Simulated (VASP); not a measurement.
Br: single point with PBE

The system is Br.

```
CELL_PARAMETERS angstrom
3.59206 0.00000 0.00000
-1.79603 3.11082 0.00000
0.00000 0.00000 4.31572
ATOMIC_POSITIONS crystal
Br 0.33333 0.66667 0.25000
Br 0.66667 0.33333 0.75000
```

This cell differs from its parent crystal: volume scaled by 0.84.

```
Program                : VASP 6.6.1
Task                   : single point
Functional             : PBE
Potentials or basis    : VASP PAW PBE potentials, release 64 (Br)
Cutoff                 : 520 eV
k mesh                 : 14 × 14 × 8
Occupations            : fermi-dirac, width 0.05 eV
Spin                   : no spin polarisation
Dipole correction      : no
Further INCAR settings : ALGO = Normal; EDIFF = 1e-07; NBANDS = 14
```

```json
{"Pressure": "5.9 GPa", "Band gap on the k mesh": "zero (band 7 reaches 3.96 eV, above the bottom of band 8 at 1.96 eV)"}
```

Levels at points of the mesh, in eV from the Fermi level:
```
           k point  band 5  band 6  band 7  band 8  band 9  band 10
(0.00, 0.00, 0.00)   -1.95   -0.02   -0.02    1.42    5.90     7.46
(0.50, 0.00, 0.00)   -3.19   -2.32   -1.50    0.34    5.71     9.48
(0.00, 0.00, 0.50)   -1.01   -1.01   -1.01   -1.01    8.73     8.73
(0.50, 0.00, 0.50)   -1.77   -1.77    0.00    0.00    8.06     8.06
```

Wall time 36 s on 1 thread of Intel(R) Xeon(R) 6975P-C (Granite Rapids), on a shared host, peak memory 0.2 GiB.
